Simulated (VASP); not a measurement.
Here is a VASP 6.6.1 calculation.

INCAR

```
PREC     = Accurate       # precision mode
ENCUT    = 520            # plane-wave cutoff, eV
EDIFF    = 1E-6           # SCF threshold, eV
ISMEAR   = -1             # smearing method
SIGMA    = 0.05           # smearing width, eV
LREAL    = False          # projectors in reciprocal space
LASPH    = True           # aspherical terms in the spheres
NELM     = 60             # most SCF steps
ALGO     = Normal         # electronic algorithm
ISIF     = 2              # what is computed and relaxed
LWAVE    = False          # write WAVECAR
LCHARG   = False          # write CHGCAR
GGA      = PS             # functional
NBANDS   = 12             # bands
```

KPOINTS

```
regular mesh
0
Gamma
  14 14 14
```

POSCAR

```
Ti
1.0
   -1.6188216056      1.6188216056      1.6188216056
    1.6188216056     -1.6188216056      1.6188216056
    1.6188216056      1.6188216056     -1.6188216056
Ti
1
Direct
    0.0000000000      0.0000000000      0.0000000000
```

Potentials or basis: VASP PAW PBE potentials, release 64 (Ti_sv).

Launch:

```bash
$ cat potpaw_PBE.64/Ti_sv/POTCAR > POTCAR
$ mpirun -np 1 vasp_std > vasp.out
```

Q: What does it give for the band gap on the k mesh?

A: Zero (band 6 reaches 9.20 eV, above the bottom of band 7 at 7.53 eV).

Q: Predict the pressure.

A: -3.0 GPa.

Caveat: the PAW data sets were made with another functional, which shifts forces and pressure a little.
